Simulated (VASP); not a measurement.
# Sn (I4_1/amd) in VASP: relaxation of cell and atoms with PBE

Aim: the relaxation of cell and atoms of Sn with PBE.

All numbers are computed with VASP 6.6.1; they aren't measurements. Logs are shortened: lines on timing, memory, paths and dates and some standing lists are left out, and cuts for length are marked.

### 1 The cell of the first run

It takes space group I4_1/amd (No. 141, tetragonal). Conventional cell: a = 5.875 Å, b = 5.875 Å, c = 3.202 Å, α = 90.00°, β = 90.00°, γ = 90.00°. Sn (site symmetry -4m2) has 10 Sn at 3.04 to 3.79 Å within 4.0 Å.

### 2 Relaxation of cell and atoms, PBE, target pressure 1.4 GPa, at which the enthalpy is minimised

INCAR reads:

```
PREC     = Accurate       # precision mode
ENCUT    = 600            # plane-wave cutoff, eV
EDIFF    = 1E-6           # SCF threshold, eV
ISMEAR   = -1             # smearing method
SIGMA    = 0.05           # smearing width, eV
LREAL    = F              # projectors in reciprocal space
LASPH    = T              # aspherical terms in the spheres
NELM     = 100            # most SCF steps
ALGO     = Normal         # electronic algorithm
ISIF     = 3              # what is computed and relaxed
LWAVE    = F              # write WAVECAR
LCHARG   = F              # write CHGCAR
GGA      = PE             # functional
IBRION   = 2              # ionic algorithm
NSW      = 32             # ionic steps
EDIFFG   = -0.005         # ionic threshold
PSTRESS  = 14.0
```

KPOINTS reads:

```
Automatic mesh
0
Gamma
  14 14 14
```

POSCAR reads:

```
Sn
1.0
   -2.9377006583      2.9377006583      1.6011617194
    2.9377006583     -2.9377006583      1.6011617194
    2.9377006583      2.9377006583     -1.6011617194
Sn
2
Direct
   -0.3750000000     -0.1250000000     -0.2500000000
    0.3750000000      0.1250000000      0.2500000000
```

Potentials or basis: VASP PAW PBE potentials, release 64 (Sn_d).

Started as:

```sh
cat potpaw_PBE.64/Sn_d/POTCAR > POTCAR
mpirun -np 1 vasp_std > vasp.out
```

OUTCAR:

```text
PREC = Accurate
   ENCUT = 600
   EDIFF = 1E-6
   ISMEAR = -1
   LREAL = F
   LASPH = T
   NELM = 100
   ISIF = 3
   GGA = PE
   IBRION = 2
   NSW = 32
   EDIFFG = -0.005
   PSTRESS = 14.0

 ion  position               nearest neighbor table
   1  0.625  0.875  0.750-   2 3.04   2 3.04   2 3.04   2 3.04
   2  0.375  0.125  0.250-   1 3.04   1 3.04   1 3.04   1 3.04

  LATTYP: Found a body centered tetragonal cell.
 ALAT       =     5.8754013166
 C/A-ratio  =     0.5450390988

  Lattice vectors:

 A1 = (  -2.9377006583,   2.9377006583,   1.6011617194)
 A2 = (   2.9377006583,  -2.9377006583,   1.6011617194)
 A3 = (   2.9377006583,   2.9377006583,  -1.6011617194)

Analysis of symmetry for initial positions (statically):
=====================================================================
 Subroutine PRICEL returns:
 Original cell was already a primitive cell.

 Routine SETGRP: Setting up the symmetry group for a
 body centered tetragonal supercell.

 Subroutine GETGRP returns: Found 16 space group operations
 (whereof  4 operations were pure point group operations)
 out of a pool of 16 trial point group operations.

The static configuration has the point symmetry C_2h.
 The point group associated with its full space group is D_4h.

Analysis of symmetry for dynamics (positions and initial velocities):
=====================================================================
 Subroutine PRICEL returns:
 Original cell was already a primitive cell.

 Routine SETGRP: Setting up the symmetry group for a
 body centered tetragonal supercell.

 Subroutine GETGRP returns: Found 16 space group operations
 (whereof  4 operations were pure point group operations)
 out of a pool of 16 trial point group operations.

The dynamic configuration has the point symmetry C_2h.
 The point group associated with its full space group is D_4h.

 Subroutine INISYM returns: Found 16 space group operations
 (whereof  4 operations are pure point group operations),
 and found     1 'primitive' translations

----------------------------------------------------------------------------------------

                                     Primitive cell

  volume of cell :      55.2726

  direct lattice vectors                    reciprocal lattice vectors
    -2.937700658  2.937700658  1.601161719     0.000000000  0.170201140  0.312273266
     2.937700658 -2.937700658  1.601161719     0.170201140  0.000000000  0.312273266
     2.937700658  2.937700658 -1.601161719     0.170201140  0.170201140  0.000000000

  length of vectors
     4.452402629  4.452402629  4.452402629     0.355644515  0.355644515  0.240700760

  position of ions in fractional coordinates (direct lattice)
     0.625000000  0.875000000  0.750000000
     0.375000000  0.125000000  0.250000000

  ion indices of the primitive-cell ions
   primitive index   ion index
                 1           1
                 2           2

----------------------------------------------------------------------------------------

 KPOINTS: Automatic mesh

Automatic generation of k-mesh.
 Grid dimensions read from file:
 generate k-points for:   14   14   14

 Generating k-lattice:

  Cartesian coordinates                     Fractional coordinates (reciprocal lattice)
     0.000000000  0.012157224  0.022305233     0.071428571  0.000000000  0.000000000
     0.012157224  0.000000000  0.022305233     0.000000000  0.071428571  0.000000000
     0.012157224  0.012157224  0.000000000     0.000000000  0.000000000  0.071428571

  Length of vectors
     0.025403180  0.025403180  0.017192911

  Shift w.r.t. Gamma in fractional coordinates (k-lattice)
     0.000000000  0.000000000  0.000000000

 Subroutine IBZKPT returns following result:
 ===========================================

 Found    244 irreducible k-points:

 Following reciprocal coordinates:
            Coordinates               Weight
  0.000000  0.000000  0.000000      1.000000
  0.071429  0.000000  0.000000      8.000000
  0.142857  0.000000 -0.000000      8.000000
  0.214286  0.000000 -0.000000      8.000000
  0.285714  0.000000  0.000000      8.000000
  0.357143  0.000000  0.000000      8.000000
[... 16 lines left out ...]
  0.214286  0.142857 -0.000000     16.000000
  0.285714  0.142857  0.000000     16.000000
 [... further k-points ...]
   k-points           NKPTS =    244   k-points in BZ     NKDIM =    244   number of bands    NBANDS=     18
   number of dos      NEDOS =    301   number of ions     NIONS =      2
   total plane-waves  NPLWV =  46656
   dimension x,y,z NGX =    36 NGY =   36 NGZ =   36
   dimension x,y,z NGXF=    72 NGYF=   72 NGZF=   72
   ions per type =               2
   NGX,Y,Z   is equivalent  to a cutoff of  13.44, 13.44, 13.44 a.u.
   NGXF,Y,Z  is equivalent  to a cutoff of  26.88, 26.88, 26.88 a.u.
 SYSTEM =  unknown system
   PREC   = accura    normal or accurate (medium, high low for compatibility)
   ISTART =      0    job   : 0-new  1-cont  2-samecut
   ICHARG =      2    charge: 1-file 2-atom 10-const
   ISPIN  =      1    spin polarized calculation?
   LNONCOLLINEAR =      F non collinear calculations
   LSORBIT =      F    spin-orbit coupling
   LASPH  =      T    aspherical Exc in radial PAW
   ENCUT  =  600.0 eV  44.10 Ry    6.64 a.u.   8.89  8.89  8.89*2*pi/ulx,y,z
   NELM   =    100;   NELMIN=  2; NELMDL= -5     # of ELM steps
   EDIFF  = 0.1E-05   stopping-criterion for ELM
   LREAL  =      F    real-space projection
   EDIFFG = -.5E-02   stopping-criterion for IOM
   NSW    =     32    number of steps for IOM
   IBRION =      2    ionic relax: 0-MD 1-quasi-New 2-CG
   NFREE  =      1    steps in history (QN), initial steepest desc. (CG)
   ISIF   =      3    stress and relaxation
   ISYM   =      2    0-nonsym 1-usesym 2-fastsym
   POTIM  = 0.5000    time-step for ionic-motion
   TEBEG  =    0.0;   TEEND  =   0.0 temperature during run
   PSTRESS=   14.0 pullay stress
   NELECT =      28.0000    total number of electrons
   NUPDOWN=      -1.0000    fix difference up-down
   EMIN   =  10.00;   EMAX   =-10.00  energy-range for DOS
   EFERMI =   0.00;   METHOD = LEGACY
   ISMEAR =    -1;   SIGMA  =   0.05  broadening in eV -4-tet -1-fermi 0-gaus
   EFERMI_NEDOS =   21; number of points for ismear=-14 and -15
   IALGO  =     38    algorithm
   IMIX   =      4    mixing-type and parameters
     AMIX     =   0.40;   BMIX     =  1.00
     AMIX_MAG =   1.60;   BMIX_MAG =  1.00
  volume/ion in A,a.u.               =      27.64       186.50
  Fermi-wavevector in a.u.,A,eV,Ry     =   1.305041  2.466169 23.172510  1.703131
  Thomas-Fermi vector in A             =   2.435936
   LORBIT       =      0    0 simple, 1 ext, 2 COOP (PROOUT), +10 PAW based schemes
   GGA     = PE    functional components
   LHFCALC =     F    Hartree Fock is set to
   AEXX    =    0.0000 exact exchange contribution
   IVDW    =     0    specifies the selected vdW correction
   LEPSILON=     F    determine dielectric tensor
   LRPA    =     F    only Hartree local field effects (RPA)
 conjugate gradient relaxation of ions
 non-spin polarized calculation
  energy-cutoff  :      600.00
  volume of cell :       55.27
 maximum number of plane-waves:      1874
   NGX = 17   NGY = 17   NGZ = 17

--------------------------------------- Ionic step        1  -------------------------------------------

 number of electron      27.9999990 magnetization

 Free energy of the ion-electron system (eV)
  ---------------------------------------------------
  ext. energy  EPLUGINS =         0.00000000
  ---------------------------------------------------
  free energy    TOTEN  =        -7.60462446 eV

  energy without entropy =       -7.59495141  energy(sigma->0) =       -7.59978793

------------------------ aborting loop because EDIFF is reached ----------------------------------------

  FORCE on cell =-STRESS in cart. coord.  units (eV):
  Direction    XX          YY          ZZ          XY          YZ          ZX
  --------------------------------------------------------------------------------------
  -------------------------------------------------------------------------------------
  Total        0.4721796      0.4721796      0.4758032     -0.0000000      0.0000000     -0.0000000
  in kB       13.6869780     13.6869780     13.7920139     -0.0000000      0.0000000     -0.0000000
  external PRESSURE =      -0.2780100 kB  Pullay stress =      14.0000000 kB
[... 61 lines left out ...]
  enthalpy is  TOTEN    =        -7.1216423882 eV   P V=        0.4826432890

--------------------------------------- Ionic step        3  -------------------------------------------

 number of electron      27.9999990 magnetization

 Free energy of the ion-electron system (eV)
  ---------------------------------------------------
  ext. energy  EPLUGINS =         0.00000000
  ---------------------------------------------------
  free energy    TOTEN  =        -7.60448526 eV

  energy without entropy =       -7.59481973  energy(sigma->0) =       -7.59965250

 E-fermi :   7.7466     XC(G=0): -10.2211

 val. band max:        7.7314994963   @ k =   0.2857   0.1429   0.0000
 cond. band min:       7.7486583674   @ k =  -0.2857   0.2857   0.2143
 fundamental gap:      0.0171588712
 Fermi energy:         7.7465884756

 k-point     1 :       0.0000    0.0000    0.0000
  band No.  band energies     occupation
      1     -13.8784      2.00000
      2     -13.7972      2.00000
      3     -13.7576      2.00000
      4     -13.7445      2.00000
      5     -13.6051      2.00000
      6     -13.6051      2.00000
[... 10 lines left out ...]
     17      13.8969      0.00000
     18      14.4729      0.00000
[... 466 lines left out ...]
      2     -13.7250      2.00000
      3     -13.6973      2.00000
      4     -13.6899      2.00000
      5     -13.6592      2.00000
      6     -13.6538      2.00000
[... 10 lines left out ...]
     17      10.6861      0.00000
     18      11.8383      0.00000

 [... further k-points ...]
[... 5 lines left out ...]
  --------------------------------------------------------------------------------------
  -------------------------------------------------------------------------------------
  Total        0.4816553      0.4816553      0.4830136     -0.0000000      0.0000000     -0.0000000
  in kB       13.9656646     13.9656646     14.0050485     -0.0000000      0.0000000     -0.0000000
  external PRESSURE =      -0.0212074 kB  Pullay stress =      14.0000000 kB
[... 17 lines left out ...]
  FREE ENERGIE OF THE ION-ELECTRON SYSTEM (eV)
  ---------------------------------------------------
  free  energy   TOTEN  =        -7.6044852643 eV

  energy  without entropy=       -7.5948197290  energy(sigma->0) =       -7.59965250

  enthalpy is  TOTEN    =        -7.1216457941 eV   P V=        0.4828394702

 reached required accuracy - stopping structural energy minimisation
```

Wall time 4.1 min (1 thread of AMD EPYC 9R45 (Zen 5), shared host); peak memory 0.36 GiB.

What came out:

- Free energy: -7.6045 eV
- Relaxed volume: 27.63 Å³/atom
- Relaxed cell: a = 4.452 Å, b = 4.452 Å, c = 4.452 Å, α = 97.43°, β = 97.43°, γ = 137.85°
- Space group after relaxing (to 0.1 Å): I4_1/amd (No. 141)
- Energy change on relaxing (the run minimises the enthalpy): +0.1 meV/atom
- Ionic steps: 3
- Pressure after relaxing: 1.4 GPa
- Band gap on the k mesh: zero (bands 14 and 15 overlap by 3.92 eV)

Step by step:
| step | energy change (eV) | largest force (eV/Å) | pressure (GPa) | volume (Å³) |
| --- | --- | --- | --- | --- |
| 1 | 0.0000 | 0.0000 | 1.37 | 55.27 |
| 2 | 0.0003 | 0.0000 | 1.44 | 55.23 |
| 3 | 0.0001 | 0.0000 | 1.40 | 55.26 |

Final structure:
```
CELL_PARAMETERS angstrom
-2.93738 2.93738 1.60105
2.93738 -2.93738 1.60105
2.93738 2.93738 -1.60105
ATOMIC_POSITIONS crystal
Sn 0.62500 0.87500 0.75000
Sn 0.37500 0.12500 0.25000
```

Levels at points of the mesh, in eV from the Fermi level:
| k point | band 11 | band 12 | band 13 | band 14 | band 15 | band 16 | band 17 | band 18 |
| --- | --- | --- | --- | --- | --- | --- | --- | --- |
| (0.00, 0.00, 0.00) | -10.99 | -3.67 | -1.92 | -1.92 | 3.01 | 6.15 | 6.15 | 6.73 |
| (0.50, 0.00, 0.00) | -6.88 | -5.33 | -2.31 | -1.65 | -1.10 | 2.27 | 2.82 | 4.61 |
| (0.50, 0.50, 0.00) | -8.79 | -8.79 | 0.61 | 0.61 | 1.56 | 1.56 | 5.94 | 5.94 |
| (0.50, 0.50, 0.50) | -7.49 | -7.49 | -4.70 | -4.70 | 4.98 | 4.98 | 9.23 | 9.23 |

Caveat: the cell is relaxed towards a set pressure, so the run minimises the enthalpy, not the energy; spin-orbit coupling is left out, which moves the levels of the heavy elements.
